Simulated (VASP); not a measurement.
Wanted: the native input for a VASP 6.6.1 run.

```
Task                   : single point
Functional             : PBE
Potentials or basis    : VASP PAW PBE potentials, release 64 (Ru_pv, Ir)
Cutoff                 : 520 eV
k mesh                 : 6 × 6 × 1
Occupations            : gaussian, width 0.1 eV
Spin                   : no spin polarisation
Dipole correction      : no
Further INCAR settings : ALGO = Normal; EDIFF = 1e-06; NBANDS = 71
```

The structure of Ir2Ru3 lies in POSCAR:

```
Ir2Ru3
1.0
    2.7543315990     -0.0000000030      0.0000000000
   -1.3771657970      2.3853211367      0.0000000000
    0.0000000000      0.0000000000     21.4906781263
Ru Ir
6 4
Direct
    0.3333333333      0.6666666667      0.5991238302
    0.3333333333      0.6666666667      0.0000000000
    0.3333333333      0.6666666667      0.4008761698
    0.6666666667      0.3333333333      0.6969345283
    0.6666666667      0.3333333333      0.3030654717
    0.6666666667      0.3333333333      0.5000000000
    0.3333333333      0.6666666667      0.7964371596
    0.3333333333      0.6666666667      0.2035628404
    0.6666666667      0.3333333333      0.9006672377
    0.6666666667      0.3333333333      0.0993327623
```

These files were run (other wordings do the same):

INCAR

```
PREC     = Accurate       # precision mode
ENCUT    = 520            # plane-wave cutoff, eV
EDIFF    = 1E-6           # SCF threshold, eV
ISMEAR   = 0              # smearing method
SIGMA    = 0.1            # smearing width, eV
LREAL    = F              # projectors in reciprocal space
LASPH    = T              # aspherical terms in the spheres
NELM     = 80             # most SCF steps
ALGO     = Normal         # electronic algorithm
ISIF     = 2              # what is computed and relaxed
LWAVE    = F              # write WAVECAR
LCHARG   = F              # write CHGCAR
GGA      = PE             # functional
NBANDS   = 71             # bands
```

KPOINTS

```
Automatic mesh
0
Gamma
  6 6 1
```

Potentials or basis: VASP PAW PBE potentials, release 64 (Ru_pv, Ir).

The run is started by

```bash
$ cat potpaw_PBE.64/Ru_pv/POTCAR potpaw_PBE.64/Ir/POTCAR > POTCAR
$ mpirun -np 1 vasp_std > vasp.out
```

It gave:

* Pressure: -0.2 GPa
* Largest force: 0.028 eV/Å
* Band gap on the k mesh: zero (bands 60 and 61 overlap by 2.55 eV)

Caveat: the k points lie up to 0.44 Å⁻¹ apart, too coarse for converged energies and pressures of a metal; spin-orbit coupling is left out, which moves the levels of the heavy elements.

It took 110 s on 1 thread of AMD EPYC 9R45 96-Core Processor (Zen 5) (shared host), peak memory 0.24 GiB.
